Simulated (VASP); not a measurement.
Na8Cl9 (a cell with a defect), 17 atoms in the cell. The cell holds a defect, 17 atoms: a = 7.920 Å, b = 7.920 Å, c = 7.920 Å, α = 60.00°, β = 60.00°, γ = 60.00°. 

* Program: VASP 6.6.1
* Task: single point
* Functional: PBEsol
* Dispersion: D3(BJ)
* Potentials or basis: VASP PAW PBE potentials, release 64 (Cl, Na_pv)
* Cutoff: 400 eV
* k mesh: 2 × 2 × 2, shifted
* Occupations: fermi-dirac, width 0.05 eV
* Spin: no spin polarisation
* Dipole correction: no
* Charge: 1
* Further INCAR settings: LREAL = Auto; ALGO = Normal; EDIFF = 1e-06; NBANDS = 74; ISYM = -1; NELECT = 118.0

Potentials or basis: VASP PAW PBE potentials, release 64 (Cl, Na_pv).

Command:

```sh
$ cat potpaw_PBE.64/Cl/POTCAR potpaw_PBE.64/Na_pv/POTCAR > POTCAR
$ mpirun -np 1 vasp_std > vasp.out
```

Hardware: 1 thread of Intel(R) Xeon(R) Platinum 8488C (Sapphire Rapids), on a shared host.

Problem. Estimate the wall time of this run.

Solution. Wall time 2.1 min on 1 thread of Intel(R) Xeon(R) Platinum 8488C (Sapphire Rapids) (shared host), peak memory 0.39 GiB. Counts: scf iterations 16, k points 4.
